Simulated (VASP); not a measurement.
Nb2PdSe5, 8 atoms in the cell. The structure is trigonal, space group P31m (No. 157). The conventional cell has a = 6.886 Å, b = 6.886 Å, c = 7.062 Å, α = 90.00°, β = 90.00°, γ = 120.00°. Within 3.0 Å of Nb (site symmetry 3) lie 4 Se at 2.29 to 2.51 Å. Pd (site symmetry 3m) has 3 Se at 2.47 Å within 3.3 Å. Se (site symmetry 3) has 1 Nb at 2.29 Å within 3.0 Å. Se (site symmetry m) has 1 Pd at 2.47 Å and 2 Nb at 2.51 Å within 3.3 Å. The cell was generated, and may not be a known phase.

```yaml
Program: VASP 6.6.1
Task: single point
Functional: PBE
Potentials_or_basis: VASP PAW PBE potentials, release 64 (Nb_sv, Pd, Se)
Cutoff: 520 eV
k_mesh: 6 × 6 × 4
Occupations: gaussian, width 0.02 eV
Spin: no spin polarisation
Dipole_correction: no
Further_INCAR_settings: ALGO = Normal; EDIFF = 1e-06; NBANDS = 43
```

Potentials or basis: VASP PAW PBE potentials, release 64 (Nb_sv, Pd, Se).

Command:

```console
$ cat potpaw_PBE.64/Nb_sv/POTCAR potpaw_PBE.64/Pd/POTCAR potpaw_PBE.64/Se/POTCAR > POTCAR
$ mpirun -np 1 vasp_std > vasp.out
```

Hardware: 1 thread of Intel(R) Xeon(R) 6975P-C (Granite Rapids) (shared host).

Q: How long does it take, and how much memory?

A: Wall time 3.7 min on 1 thread of Intel(R) Xeon(R) 6975P-C (Granite Rapids) (shared host), peak memory 0.58 GiB. Counts: scf iterations 16, k points 24.
